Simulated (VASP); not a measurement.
SnSe, 2 atoms in the cell. It takes space group Fm-3m (No. 225, cubic). Conventional cell: a = 5.971 Å, b = 5.971 Å, c = 5.971 Å, α = 90.00°, β = 90.00°, γ = 90.00°. Within 3.9 Å of Sn (site symmetry m-3m) lie 6 Se at 2.99 Å. Se (site symmetry m-3m) has 6 Sn at 2.99 Å within 3.9 Å. 

```yaml
Program: VASP 6.6.1
Task: single point
Functional: PBE
Dispersion: D4
Potentials_or_basis: VASP PAW PBE potentials, release 64 (Sn_d, Se)
Cutoff: 520 eV
k_mesh: 8 × 8 × 8
Occupations: fermi-dirac, width 0.05 eV
Spin: no spin polarisation
Dipole_correction: no
Further_INCAR_settings: ALGO = Normal; EDIFF = 1e-06; NBANDS = 17
```

Potentials or basis: VASP PAW PBE potentials, release 64 (Sn_d, Se).

Run with:

```sh
$ cat potpaw_PBE.64/Sn_d/POTCAR potpaw_PBE.64/Se/POTCAR > POTCAR
$ mpirun -np 1 vasp_std > vasp.out
```

Hardware: 1 thread of AMD EPYC 9R45 96-Core Processor (Zen 5), on a shared host.

**Question.** How long does it take, and how much memory?

**Answer.** Wall time 12 s on 1 thread of AMD EPYC 9R45 96-Core Processor (Zen 5), on a shared host, peak memory 0.16 GiB. Counts: scf iterations 12, k points 29.
